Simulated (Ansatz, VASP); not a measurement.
Two plane-wave programs on Hf4Ta

```xyz
5
Lattice="2.9989 0.0000 0.0000 0.0000 5.9644 0.0000 0.0000 0.0000 6.9924" Properties=species:S:1:pos:R:3 pbc="T T T"
Hf    0.0000    1.5045    1.5343
Hf    0.0000    1.5045    5.4582
Hf    0.0000    4.4598    5.4582
Hf    0.0000    4.4598    1.5343
Ta    1.4995    2.9822    3.4962
```

Alike in both runs: task relaxation of cell and atoms; functional PBE; k mesh 6 × 4 × 4; occupations gaussian, width 0.1 eV; no spin polarisation.

|  | VASP | Ansatz |
| --- | --- | --- |
| version | VASP 6.6.1 | Ansatz 0.2.0 |
| potentials or method | VASP PAW PBE potentials, release 64 (Hf_pv, Ta_pv), cutoff 600 eV | scalar-relativistic, plane waves, PAW |
| valence electrons in the cell | 51 | 117 |

```tsv
	VASP	Ansatz	Ansatz less VASP
gap on the k mesh at the Fermi level, each at its own relaxed structure (eV)	none	none	-
relaxed volume (Å³/atom)	25.05	25.17	+0.117
relaxed cell length with the largest relative difference (Å)	3.012	3.019	+0.0079
```

A gap of «none» marks a metal or a gap that the smearing closes. VASP's potentials hold 51 valence electrons a cell and Ansatz's 117, so a difference there can come from the potentials and not from the codes.

Neither program's run includes spin-orbit coupling.
